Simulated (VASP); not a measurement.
# P (Fd-3m) in VASP: a series of runs

Runs on P. Level: PBE. Tasks: single point.

All numbers are computed with VASP 6.6.1; they aren't measurements. Logs are shortened: lines on timing, memory, paths and dates and some standing lists are left out, and cuts for length are marked.

## Step 1: The cell of the first run

Symmetry: Fd-3m, No. 227, cubic system. Conventional cell: a = 4.629 Å, b = 4.629 Å, c = 4.629 Å, α = 90.00°, β = 90.00°, γ = 90.00°. Within 2.7 Å of P (site symmetry -43m) lie 4 P at 2.00 Å.

## Step 2: Single point, PBE (volume scaled by 0.6)

INCAR reads:

```
ALGO     = Normal         # electronic algorithm
EDIFF    = 1E-6           # SCF threshold, eV
ENCUT    = 520            # plane-wave cutoff, eV
GGA      = PE             # functional
ISIF     = 2              # what is computed and relaxed
ISMEAR   = -1             # smearing method
LASPH    = True           # aspherical terms in the spheres
LCHARG   = False          # write CHGCAR
LREAL    = False          # projectors in reciprocal space
LWAVE    = False          # write WAVECAR
NBANDS   = 12             # bands
NELM     = 80             # most SCF steps
PREC     = Accurate       # precision mode
SIGMA    = 0.1            # smearing width, eV
```

KPOINTS reads:

```
k-points
0
Gamma
  12 12 12
```

POSCAR reads:

```
P
1.0
    0.0000000000      2.3144757570      2.3144757570
    2.3144757570      0.0000000000      2.3144757570
    2.3144757570      2.3144757570      0.0000000000
P
2
Direct
   -0.1250000000     -0.1250000000     -0.1250000000
    0.1250000000      0.1250000000      0.1250000000
```

Potentials or basis: VASP PAW PBE potentials, release 64 (P).

Run with:

```bash
> cat potpaw_PBE.64/P/POTCAR > POTCAR
> mpirun -np 1 vasp_std > vasp.out
```

OUTCAR:

```text
EDIFF = 1E-6
   ENCUT = 520
   GGA = PE
   ISIF = 2
   ISMEAR = -1
   LASPH = True
   LREAL = False
   NELM = 80
   PREC = Accurate

 ion  position               nearest neighbor table
   1  0.875  0.875  0.875-   2 2.00   2 2.00   2 2.00   2 2.00
   2  0.125  0.125  0.125-   1 2.00   1 2.00   1 2.00   1 2.00

  LATTYP: Found a face centered cubic cell.
 ALAT       =     4.6289515140

  Lattice vectors:

 A1 = (   0.0000000000,   2.3144757570,   2.3144757570)
 A2 = (   2.3144757570,   0.0000000000,   2.3144757570)
 A3 = (   2.3144757570,   2.3144757570,   0.0000000000)

Analysis of symmetry for initial positions (statically):
=====================================================================
 Subroutine PRICEL returns:
 Original cell was already a primitive cell.

 Routine SETGRP: Setting up the symmetry group for a
 face centered cubic supercell.

 Subroutine GETGRP returns: Found 48 space group operations
 (whereof 12 operations were pure point group operations)
 out of a pool of 48 trial point group operations.

The static configuration has the point symmetry D_3d.
 The point group associated with its full space group is O_h .

Analysis of symmetry for dynamics (positions and initial velocities):
=====================================================================
 Subroutine PRICEL returns:
 Original cell was already a primitive cell.

 Routine SETGRP: Setting up the symmetry group for a
 face centered cubic supercell.

 Subroutine GETGRP returns: Found 48 space group operations
 (whereof 12 operations were pure point group operations)
 out of a pool of 48 trial point group operations.

The dynamic configuration has the point symmetry D_3d.
 The point group associated with its full space group is O_h .

 Subroutine INISYM returns: Found 48 space group operations
 (whereof 12 operations are pure point group operations),
 and found     1 'primitive' translations

----------------------------------------------------------------------------------------

                                     Primitive cell

  volume of cell :      24.7964

  direct lattice vectors                    reciprocal lattice vectors
     0.000000000  2.314475757  2.314475757    -0.216031643  0.216031643  0.216031643
     2.314475757  0.000000000  2.314475757     0.216031643 -0.216031643  0.216031643
     2.314475757  2.314475757  0.000000000     0.216031643  0.216031643 -0.216031643

  length of vectors
     3.273163005  3.273163005  3.273163005     0.374177781  0.374177781  0.374177781

  position of ions in fractional coordinates (direct lattice)
     0.875000000  0.875000000  0.875000000
     0.125000000  0.125000000  0.125000000

  ion indices of the primitive-cell ions
   primitive index   ion index
                 1           1
                 2           2

----------------------------------------------------------------------------------------

 KPOINTS: k-points

Automatic generation of k-mesh.
 Grid dimensions read from file:
 generate k-points for:   12   12   12

 Generating k-lattice:

  Cartesian coordinates                     Fractional coordinates (reciprocal lattice)
    -0.018002637  0.018002637  0.018002637     0.083333333  0.000000000  0.000000000
     0.018002637 -0.018002637  0.018002637     0.000000000  0.083333333  0.000000000
     0.018002637  0.018002637 -0.018002637     0.000000000  0.000000000  0.083333333

  Length of vectors
     0.031181482  0.031181482  0.031181482

  Shift w.r.t. Gamma in fractional coordinates (k-lattice)
     0.000000000  0.000000000  0.000000000

 Subroutine IBZKPT returns following result:
 ===========================================

 Found     72 irreducible k-points:

 Following reciprocal coordinates:
            Coordinates               Weight
  0.000000  0.000000  0.000000      1.000000
  0.083333  0.000000  0.000000      8.000000
  0.166667  0.000000  0.000000      8.000000
  0.250000  0.000000  0.000000      8.000000
  0.333333  0.000000  0.000000      8.000000
  0.416667  0.000000  0.000000      8.000000
[... 16 lines left out ...]
  0.500000  0.166667  0.000000     24.000000
 -0.416667  0.166667  0.000000     24.000000
 [... further k-points ...]
   k-points           NKPTS =     72   k-points in BZ     NKDIM =     72   number of bands    NBANDS=     12
   number of dos      NEDOS =    301   number of ions     NIONS =      2
   total plane-waves  NPLWV =  13824
   dimension x,y,z NGX =    24 NGY =   24 NGZ =   24
   dimension x,y,z NGXF=    48 NGYF=   48 NGZF=   48
   ions per type =               2
   NGX,Y,Z   is equivalent  to a cutoff of  12.19, 12.19, 12.19 a.u.
   NGXF,Y,Z  is equivalent  to a cutoff of  24.38, 24.38, 24.38 a.u.
 SYSTEM =  unknown system
   PREC   = accura    normal or accurate (medium, high low for compatibility)
   ISTART =      0    job   : 0-new  1-cont  2-samecut
   ICHARG =      2    charge: 1-file 2-atom 10-const
   ISPIN  =      1    spin polarized calculation?
   LNONCOLLINEAR =      F non collinear calculations
   LSORBIT =      F    spin-orbit coupling
   LASPH  =      T    aspherical Exc in radial PAW
   ENCUT  =  520.0 eV  38.22 Ry    6.18 a.u.   6.09  6.09  6.09*2*pi/ulx,y,z
   NELM   =     80;   NELMIN=  2; NELMDL= -5     # of ELM steps
   EDIFF  = 0.1E-05   stopping-criterion for ELM
   LREAL  =      F    real-space projection
   EDIFFG = 0.1E-04   stopping-criterion for IOM
   NSW    =      0    number of steps for IOM
   IBRION =     -1    ionic relax: 0-MD 1-quasi-New 2-CG
   NFREE  =      0    steps in history (QN), initial steepest desc. (CG)
   ISIF   =      2    stress and relaxation
   ISYM   =      2    0-nonsym 1-usesym 2-fastsym
   POTIM  = 0.5000    time-step for ionic-motion
   TEBEG  =    0.0;   TEEND  =   0.0 temperature during run
   PSTRESS=    0.0 pullay stress
   NELECT =      10.0000    total number of electrons
   NUPDOWN=      -1.0000    fix difference up-down
   EMIN   =  10.00;   EMAX   =-10.00  energy-range for DOS
   EFERMI =   0.00;   METHOD = LEGACY
   ISMEAR =    -1;   SIGMA  =   0.10  broadening in eV -4-tet -1-fermi 0-gaus
   EFERMI_NEDOS =   21; number of points for ismear=-14 and -15
   IALGO  =     38    algorithm
   IMIX   =      4    mixing-type and parameters
     AMIX     =   0.40;   BMIX     =  1.00
     AMIX_MAG =   1.60;   BMIX_MAG =  1.00
  volume/ion in A,a.u.               =      12.40        83.67
  Fermi-wavevector in a.u.,A,eV,Ry     =   1.209518  2.285657 19.904410  1.462933
  Thomas-Fermi vector in A             =   2.345093
   LORBIT       =      0    0 simple, 1 ext, 2 COOP (PROOUT), +10 PAW based schemes
   GGA     = PE    functional components
   LHFCALC =     F    Hartree Fock is set to
   AEXX    =    0.0000 exact exchange contribution
   IVDW    =     0    specifies the selected vdW correction
   LEPSILON=     F    determine dielectric tensor
   LRPA    =     F    only Hartree local field effects (RPA)
 non-spin polarized calculation
  energy-cutoff  :      520.00
  volume of cell :       24.80
 maximum number of plane-waves:       692
   NGX = 13   NGY = 13   NGZ = 13

 number of electron      10.0000000 magnetization

 number of electron       9.9999998 magnetization

 Free energy of the ion-electron system (eV)
  ---------------------------------------------------
  ext. energy  EPLUGINS =         0.00000000
  ---------------------------------------------------
  free energy    TOTEN  =        -7.60175829 eV

  energy without entropy =       -7.56498371  energy(sigma->0) =       -7.58337100

 E-fermi :  12.6096     XC(G=0): -11.7925

 val. band max:       12.5928405654   @ k =  -0.0833   0.0833   0.0000
 cond. band min:      12.6579858087   @ k =  -0.1667   0.0833   0.0000
 fundamental gap:      0.0651452433
 Fermi energy:        12.6095858185

 k-point     1 :       0.0000    0.0000    0.0000
  band No.  band energies     occupation
      1      -7.2453      2.00000
      2       8.3157      2.00000
      3       8.3157      2.00000
      4       8.3157      2.00000
      5      12.0559      1.99216
      6      12.0559      1.99216
      7      12.0559      1.99216
      8      14.9412      0.00000
      9      18.6994      0.00000
     10      18.6994      0.00000
     11      20.2113      0.00000
     12      24.0908      0.00000

 k-point     2 :       0.0833    0.0000    0.0000
  band No.  band energies     occupation
      1      -7.1211      2.00000
      2       7.3394      2.00000
      3       8.1389      2.00000
      4       8.1389      2.00000
      5      12.2711      1.93448
      6      12.3272      1.88790
      7      12.3272      1.88790
      8      15.5237      0.00000
      9      18.3820      0.00000
     10      18.3820      0.00000
     11      20.6840      0.00000
     12      23.7110      0.00000

 k-point     3 :       0.1667    0.0000    0.0000
  band No.  band energies     occupation
      1      -6.7520      2.00000
      2       5.4416      2.00000
      3       7.7531      2.00000
      4       7.7531      2.00000
      5      12.2215      1.95959
      6      12.8967      0.10717
      7      12.8967      0.10717
      8      17.0219      0.00000
      9      17.9382      0.00000
     10      17.9382      0.00000
     11      21.5441      0.00000
     12      23.4738      0.00000
[... 286 lines left out ...]
 k-point    23 :       0.5000    0.1667    0.0000
  band No.  band energies     occupation
      1      -3.8147      2.00000
      2      -0.1278      2.00000
      3       4.8442      2.00000
      4       6.0344      2.00000
      5      11.5666      1.99994
      6      14.3525      0.00000
      7      14.7521      0.00000
      8      17.3545      0.00000
      9      21.4914      0.00000
     10      22.4528      0.00000
     11      24.5181      0.00000
     12      24.8355      0.00000

 k-point    24 :      -0.4167    0.1667    0.0000
  band No.  band energies     occupation
      1      -3.6496      2.00000
      2      -0.3534      2.00000
      3       4.5539      2.00000
      4       6.2748      2.00000
      5      11.7999      1.99939
      6      14.2710      0.00000
      7      14.4623      0.00000
      8      19.4285      0.00000
      9      20.2556      0.00000
     10      20.3257      0.00000
     11      24.1458      0.00000
     12      26.7344      0.00000

 [... further k-points ...]
[... 5 lines left out ...]
  --------------------------------------------------------------------------------------
  -------------------------------------------------------------------------------------
  Total       10.5984186     10.5984186     10.5984186     -0.0000000      0.0000000      0.0000000
  in kB      684.7999936    684.7999936    684.7999936     -0.0000000      0.0000000      0.0000000
  external PRESSURE =     684.7999936 kB  Pullay stress =       0.0000000 kB

 VOLUME and BASIS-vectors are now :
 -----------------------------------------------------------------------------
  energy-cutoff  :      520.00
  volume of cell :       24.80
      direct lattice vectors                 reciprocal lattice vectors
     0.000000000  2.314475757  2.314475757    -0.216031643  0.216031643  0.216031643
     2.314475757  0.000000000  2.314475757     0.216031643 -0.216031643  0.216031643
     2.314475757  2.314475757  0.000000000     0.216031643  0.216031643 -0.216031643

 POSITION                                       TOTAL-FORCE (eV/Angst)
 -----------------------------------------------------------------------------------
      4.05033      4.05033      4.05033         0.000000      0.000000      0.000000
      0.57862      0.57862      0.57862        -0.000000     -0.000000     -0.000000
 -----------------------------------------------------------------------------------
    total drift:                                0.000000      0.000000     -0.000000

  FREE ENERGIE OF THE ION-ELECTRON SYSTEM (eV)
  ---------------------------------------------------
  free  energy   TOTEN  =        -7.6017582870 eV

  energy  without entropy=       -7.5649837132  energy(sigma->0) =       -7.58337100
```

It took 19 s on 1 thread of AMD EPYC 7R43 (Zen 3), shared host; peak memory 0.1 GiB.

Results:

* Free energy: -7.6018 eV
* Pressure: 68.5 GPa
* Band gap on the k mesh: zero (band 5 reaches 14.21 eV, above the bottom of band 6 at 9.73 eV)

Levels at points of the mesh, in eV from the Fermi level:
| k point | band 1 | band 2 | band 3 | band 4 | band 5 | band 6 | band 7 | band 8 | band 9 | band 10 |
| --- | --- | --- | --- | --- | --- | --- | --- | --- | --- | --- |
| (0.00, 0.00, 0.00) | -19.85 | -4.29 | -4.29 | -4.29 | -0.55 | -0.55 | -0.55 | 2.33 | 6.09 | 6.09 |
| (0.50, 0.00, 0.00) | -16.62 | -13.29 | -5.82 | -5.82 | -1.21 | 0.44 | 0.44 | 6.74 | 9.84 | 9.84 |
| (0.50, 0.50, 0.00) | -14.21 | -14.21 | -7.99 | -7.99 | -2.88 | -2.88 | 9.85 | 9.85 | 10.29 | 10.29 |

## Step 3: Single point, PBE (volume scaled by 0.7)

INCAR reads:

```
SYSTEM = P
  PREC = Accurate
  ENCUT = 520
  EDIFF = 1E-7
  ISMEAR = -1
  SIGMA = 0.1
  LREAL = .FALSE.
  LASPH = .TRUE.
  NELM = 60
  ALGO = Normal
  ISIF = 2
  LWAVE = .FALSE.
  LCHARG = .FALSE.
  GGA = PE
  NBANDS = 12
```

KPOINTS reads:

```
Automatic mesh
0
G
  12 12 12
  0 0 0
```

POSCAR reads:

```
P
1.0
    0.0000000000      2.4365101935      2.4365101935
    2.4365101935      0.0000000000      2.4365101935
    2.4365101935      2.4365101935      0.0000000000
P
2
Direct
   -0.1250000000     -0.1250000000     -0.1250000000
    0.1250000000      0.1250000000      0.1250000000
```

Potentials or basis: VASP PAW PBE potentials, release 64 (P).

Run with:

```bash
> cat potpaw_PBE.64/P/POTCAR > POTCAR
> mpirun -np 1 vasp_std > vasp.out
```

Run time: 33 s. Hardware: 1 thread of AMD EPYC 7R43 (Zen 3), shared host; peak memory 0.12 GiB.

Results (log left out):

```yaml
Free_energy: -8.8159 eV
Pressure: 30.4 GPa
Band_gap_on_the_k_mesh: zero (band 5 reaches 12.24 eV, above the bottom of band 6 at 8.07 eV)
```

Levels at points of the mesh, in eV from the Fermi level:
```tsv
k point	band 3	band 4	band 5	band 6	band 7	band 8
(0.00, 0.00, 0.00)	-4.08	-4.08	-0.48	-0.48	-0.48	0.07
(0.50, 0.00, 0.00)	-5.46	-5.46	-1.76	0.68	0.68	6.51
(0.50, 0.50, 0.00)	-7.30	-7.30	-2.36	-2.36	8.27	8.27
```

[end of part 1 of 2]
